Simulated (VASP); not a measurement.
# Al (Fm-3m) in VASP: settings compared, part 2 of 2

VASP 6.6.1. The steps go on from the part before.

## (5) Single point, PBE

This run uses another cell than the first one, of 16.54 Å³/atom, 1.041 times its volume.

Input file INCAR:

```
SYSTEM = Al
ALGO = Normal
EDIFF = 1E-7
ENCUT = 520
GGA = PE
ISIF = 2
ISMEAR = 0
LASPH = .TRUE.
LCHARG = .FALSE.
LREAL = .FALSE.
LWAVE = .FALSE.
NBANDS = 8
NELM = 100
PREC = Accurate
SIGMA = 0.05
```

Input file KPOINTS:

```
k-points
0
G
  8 8 8
  0 0 0
```

Input file POSCAR:

```
Al
1.0
    0.0000000000      2.0222963920      2.0222963920
    2.0222963920      0.0000000000      2.0222963920
    2.0222963920      2.0222963920      0.0000000000
Al
1
Direct
    0.0000000000      0.0000000000      0.0000000000
```

Potentials or basis: VASP PAW PBE potentials, release 64 (Al).

Launch:

```
cat potpaw_PBE.64/Al/POTCAR > POTCAR
mpirun -np 1 vasp_std > vasp.out
```

OUTCAR:

```text
SYSTEM = Al
   EDIFF = 1E-7
   ENCUT = 520
   GGA = PE
   ISIF = 2
   ISMEAR = 0
   LASPH = .TRUE.
   LREAL = .FALSE.
   NELM = 100
   PREC = Accurate

 ion  position               nearest neighbor table
   1  0.000  0.000  0.000-

  LATTYP: Found a face centered cubic cell.
 ALAT       =     4.0445927840

  Lattice vectors:

 A1 = (   0.0000000000,   2.0222963920,   2.0222963920)
 A2 = (   2.0222963920,   0.0000000000,   2.0222963920)
 A3 = (   2.0222963920,   2.0222963920,   0.0000000000)

Analysis of symmetry for initial positions (statically):
=====================================================================
 Subroutine PRICEL returns:
 Original cell was already a primitive cell.

 Routine SETGRP: Setting up the symmetry group for a
 face centered cubic supercell.

 Subroutine GETGRP returns: Found 48 space group operations
 (whereof 48 operations were pure point group operations)
 out of a pool of 48 trial point group operations.

The static configuration has the point symmetry O_h .

Analysis of symmetry for dynamics (positions and initial velocities):
=====================================================================
 Subroutine PRICEL returns:
 Original cell was already a primitive cell.

 Routine SETGRP: Setting up the symmetry group for a
 face centered cubic supercell.

 Subroutine GETGRP returns: Found 48 space group operations
 (whereof 48 operations were pure point group operations)
 out of a pool of 48 trial point group operations.

The dynamic configuration has the point symmetry O_h .

 Subroutine INISYM returns: Found 48 space group operations
 (whereof 48 operations are pure point group operations),
 and found     1 'primitive' translations

----------------------------------------------------------------------------------------

                                     Primitive cell

  volume of cell :      16.5411

  direct lattice vectors                    reciprocal lattice vectors
     0.000000000  2.022296392  2.022296392    -0.247243679  0.247243679  0.247243679
     2.022296392  0.000000000  2.022296392     0.247243679 -0.247243679  0.247243679
     2.022296392  2.022296392  0.000000000     0.247243679  0.247243679 -0.247243679

  length of vectors
     2.859958985  2.859958985  2.859958985     0.428238614  0.428238614  0.428238614

  position of ions in fractional coordinates (direct lattice)
     0.000000000  0.000000000  0.000000000

  ion indices of the primitive-cell ions
   primitive index   ion index
                 1           1

----------------------------------------------------------------------------------------

 KPOINTS: k-points

Automatic generation of k-mesh.
 Grid dimensions read from file:
 generate k-points for:    8    8    8

 Generating k-lattice:

  Cartesian coordinates                     Fractional coordinates (reciprocal lattice)
    -0.030905460  0.030905460  0.030905460     0.125000000  0.000000000  0.000000000
     0.030905460 -0.030905460  0.030905460     0.000000000  0.125000000  0.000000000
     0.030905460  0.030905460 -0.030905460     0.000000000  0.000000000  0.125000000

  Length of vectors
     0.053529827  0.053529827  0.053529827

  Shift w.r.t. Gamma in fractional coordinates (k-lattice)
     0.000000000  0.000000000  0.000000000

 Subroutine IBZKPT returns following result:
 ===========================================

 Found     29 irreducible k-points:

 Following reciprocal coordinates:
            Coordinates               Weight
  0.000000  0.000000  0.000000      1.000000
  0.125000  0.000000  0.000000      8.000000
  0.250000  0.000000  0.000000      8.000000
  0.375000  0.000000  0.000000      8.000000
  0.500000  0.000000  0.000000      4.000000
  0.125000  0.125000  0.000000      6.000000
[... 16 lines left out ...]
  0.500000  0.250000  0.125000     48.000000
 -0.375000  0.250000  0.125000     24.000000
 [... further k-points ...]
   k-points           NKPTS =     29   k-points in BZ     NKDIM =     29   number of bands    NBANDS=      8
   number of dos      NEDOS =    301   number of ions     NIONS =      1
   total plane-waves  NPLWV =  13824
   dimension x,y,z NGX =    24 NGY =   24 NGZ =   24
   dimension x,y,z NGXF=    48 NGYF=   48 NGZF=   48
   ions per type =               1
   NGX,Y,Z   is equivalent  to a cutoff of  13.95, 13.95, 13.95 a.u.
   NGXF,Y,Z  is equivalent  to a cutoff of  27.90, 27.90, 27.90 a.u.
 SYSTEM =  Al
   PREC   = accura    normal or accurate (medium, high low for compatibility)
   ISTART =      0    job   : 0-new  1-cont  2-samecut
   ICHARG =      2    charge: 1-file 2-atom 10-const
   ISPIN  =      1    spin polarized calculation?
   LNONCOLLINEAR =      F non collinear calculations
   LSORBIT =      F    spin-orbit coupling
   LASPH  =      T    aspherical Exc in radial PAW
   ENCUT  =  520.0 eV  38.22 Ry    6.18 a.u.   5.32  5.32  5.32*2*pi/ulx,y,z
   NELM   =    100;   NELMIN=  2; NELMDL= -5     # of ELM steps
   EDIFF  = 0.1E-06   stopping-criterion for ELM
   LREAL  =      F    real-space projection
   EDIFFG = 0.1E-05   stopping-criterion for IOM
   NSW    =      0    number of steps for IOM
   IBRION =     -1    ionic relax: 0-MD 1-quasi-New 2-CG
   NFREE  =      0    steps in history (QN), initial steepest desc. (CG)
   ISIF   =      2    stress and relaxation
   ISYM   =      2    0-nonsym 1-usesym 2-fastsym
   POTIM  = 0.5000    time-step for ionic-motion
   TEBEG  =    0.0;   TEEND  =   0.0 temperature during run
   PSTRESS=    0.0 pullay stress
   NELECT =       3.0000    total number of electrons
   NUPDOWN=      -1.0000    fix difference up-down
   EMIN   =  10.00;   EMAX   =-10.00  energy-range for DOS
   EFERMI =   0.00;   METHOD = LEGACY
   ISMEAR =     0;   SIGMA  =   0.05  broadening in eV -4-tet -1-fermi 0-gaus
   EFERMI_NEDOS =   21; number of points for ismear=-14 and -15
   IALGO  =     38    algorithm
   IMIX   =      4    mixing-type and parameters
     AMIX     =   0.40;   BMIX     =  1.00
     AMIX_MAG =   1.60;   BMIX_MAG =  1.00
  volume/ion in A,a.u.               =      16.54       111.62
  Fermi-wavevector in a.u.,A,eV,Ry     =   0.926674  1.751160 11.683666  0.858725
  Thomas-Fermi vector in A             =   2.052662
   LORBIT       =      0    0 simple, 1 ext, 2 COOP (PROOUT), +10 PAW based schemes
   GGA     = PE    functional components
   LHFCALC =     F    Hartree Fock is set to
   AEXX    =    0.0000 exact exchange contribution
   IVDW    =     0    specifies the selected vdW correction
   LEPSILON=     F    determine dielectric tensor
   LRPA    =     F    only Hartree local field effects (RPA)
 non-spin polarized calculation
 Gauss-broadening in eV      SIGMA  =   0.05
  energy-cutoff  :      520.00
  volume of cell :       16.54
 maximum number of plane-waves:       459
 NGX is ok and might be reduce to    24
   NGX = 11   NGY = 11   NGZ = 11

 number of electron       3.0000000 magnetization

 Free energy of the ion-electron system (eV)
  ---------------------------------------------------
  ext. energy  EPLUGINS =         0.00000000
  ---------------------------------------------------
  free energy    TOTEN  =        -3.74001113 eV

  energy without entropy =       -3.73847415  energy(sigma->0) =       -3.73924264

 E-fermi :   8.0733     XC(G=0): -10.1864

 val. band max:        7.6529535887   @ k =  -0.2500   0.3750   0.1250
 cond. band min:       8.1108681336   @ k =   0.5000   0.2500   0.1250
 fundamental gap:      0.4579145449
 Fermi energy:         8.0732524690

 k-point     1 :       0.0000    0.0000    0.0000
  band No.  band energies     occupation
      1      -3.1418      2.00000
      2      20.5813      0.00000
      3      20.5813      0.00000
      4      20.5813      0.00000
      5      22.0548      0.00000
      6      22.0548      0.00000
      7      22.0548      0.00000
      8      24.4247      0.00000
[... 243 lines left out ...]
 k-point    24 :      -0.3750    0.2500    0.1250
  band No.  band energies     occupation
      1       4.4369      2.00000
      2       4.6911      2.00000
      3      12.9411      0.00000
      4      13.4154      0.00000
      5      21.2548      0.00000
      6      21.6845      0.00000
      7      28.2542      0.00000
      8      28.5574      0.00000

 [... further k-points ...]

------------------------ aborting loop because EDIFF is reached ----------------------------------------

  FORCE on cell =-STRESS in cart. coord.  units (eV):
  Direction    XX          YY          ZZ          XY          YZ          ZX
  --------------------------------------------------------------------------------------
  -------------------------------------------------------------------------------------
  Total       -0.0153267     -0.0153267     -0.0153267      0.0000000     -0.0000000     -0.0000000
  in kB       -1.4845526     -1.4845526     -1.4845526      0.0000000     -0.0000000     -0.0000000
  external PRESSURE =      -1.4845526 kB  Pullay stress =       0.0000000 kB

 VOLUME and BASIS-vectors are now :
 -----------------------------------------------------------------------------
  energy-cutoff  :      520.00
  volume of cell :       16.54
      direct lattice vectors                 reciprocal lattice vectors
     0.000000000  2.022296392  2.022296392    -0.247243679  0.247243679  0.247243679
     2.022296392  0.000000000  2.022296392     0.247243679 -0.247243679  0.247243679
     2.022296392  2.022296392  0.000000000     0.247243679  0.247243679 -0.247243679

 POSITION                                       TOTAL-FORCE (eV/Angst)
 -----------------------------------------------------------------------------------
      0.00000      0.00000      0.00000        -0.000000      0.000000      0.000000
 -----------------------------------------------------------------------------------
    total drift:                                0.000000     -0.000000     -0.000000

  FREE ENERGIE OF THE ION-ELECTRON SYSTEM (eV)
  ---------------------------------------------------
  free  energy   TOTEN  =        -3.7400111293 eV

  energy  without entropy=       -3.7384741520  energy(sigma->0) =       -3.73924264
```

OSZICAR:

```text
N       E                     dE             d eps       ncg     rms          rms(c)
DAV:   1    -0.266752526010E+01   -0.26675E+01   -0.84445E+02   464   0.203E+02
DAV:   2    -0.375515571775E+01   -0.10876E+01   -0.10811E+01   648   0.166E+01
DAV:   3    -0.376191164767E+01   -0.67559E-02   -0.67554E-02   576   0.139E+00
DAV:   4    -0.376192886911E+01   -0.17221E-04   -0.17220E-04   712   0.622E-02
DAV:   5    -0.376192898209E+01   -0.11297E-06   -0.11317E-06   608   0.251E-03    0.130E+00
DAV:   6    -0.374930254859E+01    0.12626E-01   -0.15563E-03   624   0.191E-01    0.761E-01
DAV:   7    -0.374001733439E+01    0.92852E-02   -0.47073E-03   584   0.311E-01    0.147E-01
DAV:   8    -0.374001271068E+01    0.46237E-05   -0.12767E-05   632   0.259E-02    0.909E-03
DAV:   9    -0.374001153416E+01    0.11765E-05   -0.77533E-07   664   0.372E-03    0.699E-04
DAV:  10    -0.374001118700E+01    0.34716E-06   -0.39819E-09   544   0.430E-04    0.152E-04
DAV:  11    -0.374001112929E+01    0.57715E-07   -0.19956E-10   336   0.834E-05
   1 F= -.37400111E+01 E0= -.37392426E+01  d E =-.153698E-02
```

stdout:

```text
POSCAR found type information on POSCAR Al
 POSCAR found :  1 types and       1 ions
 scaLAPACK will be used
 LDA part: xc-table for (Slater+PW92), standard interpolation
 POSCAR, INCAR and KPOINTS ok, starting setup
 FFT: planning ... GRIDC
 FFT: planning ... GRID_SOFT
 FFT: planning ... GRID
 WAVECAR not read
 entering main loop
```

It took 3 s on 1 thread of Intel Xeon 6975P-C (Granite Rapids), shared host; peak memory 0.13 GiB.

What came out:

```
Free energy : -3.7400 eV
Pressure    : -0.1 GPa
```

## (6) The runs side by side

```tsv
level	cell	k mesh	gap on the mesh (eV)	pressure (GPa)
r2SCAN	a = 2.822 Å, angles 60.0°, 1 atom	18 × 18 × 18	none	-0.3
PBE	a = 2.864 Å, angles 60.0°, 1 atom	8 × 8 × 8	none	-0.5
PBE	a = 2.860 Å, angles 60.0°, 1 atom	8 × 8 × 8	none	-0.1
```

Alike in all rows: task single point; potentials or basis VASP PAW PBE potentials, release 64 (Al); no spin polarisation; cutoff (eV) 520; smearing gaussian 0.05 eV.

Caveats: the PAW data sets were made with another functional, which shifts forces and pressure a little (some runs).

Total energies depend on the potentials used, so only differences within one code and one set of settings carry meaning.
